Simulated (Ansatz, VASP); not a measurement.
Two plane-wave programs on KNbO3

Contents of INCAR:

```
SYSTEM = KNbO3
ALGO = Normal
EDIFF = 1E-6
ENCUT = 600
GGA = RP
GGA_COMPAT = .False.
ISIF = 2
ISMEAR = 0
LASPH = .True.
LCHARG = .True.
LELF = .True.
LREAL = .False.
LVHAR = .True.
LWAVE = .False.
NBANDS = 28
NELM = 120
PREC = Accurate
SIGMA = 0.1
```

File KPOINTS:

```
k-points
0
Gamma
  4 4 4
  0 0 0
```

The input POSCAR:

```
KNbO3
1.0
    4.0129726800      0.0000000000      0.0000000000
    0.0000000000      4.0129726800      0.0000000000
    0.0000000000      0.0000000000      4.1102918300
K Nb O
1 1 3
Direct
    0.5000000000      0.5000000000      0.4999545100
    0.0000000000      0.0000000000      0.0149157700
    0.5000000000      0.0000000000      0.9741423400
    0.0000000000      0.5000000000      0.9741423400
    0.0000000000      0.0000000000      0.4716460400
```

Input for Ansatz:

```yaml
crystal:
  lattice:
    - [4.01297268, 0.0, 0.0]
    - [0.0, 4.01297268, 0.0]
    - [0.0, 0.0, 4.11029183]
  atoms:
    - { symbol: K, position: [0.5, 0.5, 0.49995451] }
    - { symbol: Nb, position: [0.0, 0.0, 0.01491577] }
    - { symbol: O, position: [0.5, 0.0, 0.97414234] }
    - { symbol: O, position: [0.0, 0.5, 0.97414234] }
    - { symbol: O, position: [0.0, 0.0, 0.47164604] }
basis:
  ecutwfc: 420
kpoints:
  mp_grid: { grid: [4, 4, 4] }
hamiltonian:
  xc: rpbe
scf:
  occupations: { method: gaussian, width: 0.1 }
  n_extra_bands: 8
output:
  forces: true
  stress: true
  eigenvalues: true
```

Alike in both runs: task single point; functional RPBE; k mesh 4 × 4 × 4; occupations gaussian, width 0.1 eV; no spin polarisation.

```csv
,VASP,Ansatz
version,VASP 6.6.1,Ansatz 0.2.0
potentials or method,"VASP PAW PBE potentials, release 64 (K_sv, Nb_sv, O), cutoff 600 eV","scalar-relativistic, plane waves, PAW"
valence electrons in the cell,40,40
```

VASP gave:

- gap on the k mesh at the Fermi level (eV): 1.57
- least direct gap on the mesh (eV): 2.41
- pressure (GPa): 3.3
- traceless stress, the component that is largest in VASP (GPa): 0.27
- rms of the force components (eV/Å): 0.148

**Question.** Which values does Ansatz return?

**Answer.** gap on the k mesh at the Fermi level (eV): 1.59; least direct gap on the mesh (eV): 2.43; pressure (GPa): 3.6; traceless stress, the component that is largest in VASP (GPa): 0.26; rms of the force components (eV/Å): 0.148.

VASP's potentials were made for PBE, not for RPBE. Atom by atom the forces differ by 0.004 eV/Å (rms over components). With one functional, cell and mesh, what is left measures potentials, basis and numerics.
